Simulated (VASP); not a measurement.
Here is a VASP 6.6.1 calculation.

Contents of INCAR:

```
ALGO = Fast
EDIFF = 1E-6
ENCUT = 520
GGA = PE
ISIF = 2
ISMEAR = 0
LASPH = T
LCHARG = F
LREAL = F
LWAVE = F
NBANDS = 33
NELM = 100
PREC = Accurate
SIGMA = 0.15
```

KPOINTS

```
k-points
0
Gamma
  12 12 18
```

Contents of POSCAR:

```
MoN2
1.0
    4.3330619473     -0.0433306195      0.0000000000
   -0.0433306195      4.3330619473      0.0000000000
    0.0000000000      0.0000000000      2.7518917152
Mo N
2 4
Direct
    0.5000000000      0.5000000000      0.0000000000
    0.0000000000      0.0000000000      0.0000000000
    0.8879039728      0.3879039728      0.5000000000
    0.1120960272      0.6120960272      0.5000000000
    0.3879039728      0.1120960272      0.5000000000
    0.6120960272      0.8879039728      0.5000000000
```

Potentials or basis: VASP PAW PBE potentials, release 64 (Mo_sv, N).

The run is started by

```bash
$ cat potpaw_PBE.64/Mo_sv/POTCAR potpaw_PBE.64/N/POTCAR > POTCAR
$ mpirun -np 1 vasp_std > vasp.out
```

Estimate the pressure.

0.8 GPa.

Estimate the largest force.

0.283 eV/Å.

Forces on the atoms (eV/Å):
```
Mo   0.000  0.000  0.000
Mo   0.000  0.000  0.000
N   -0.200 -0.200  0.000
N    0.200  0.200  0.000
N    0.070 -0.070  0.000
N   -0.070  0.070  0.000
```

Caveat: the cell differs from its parent crystal (strain -0.0200 x Voigt [0, 0, 0, 0, 0, 1]).
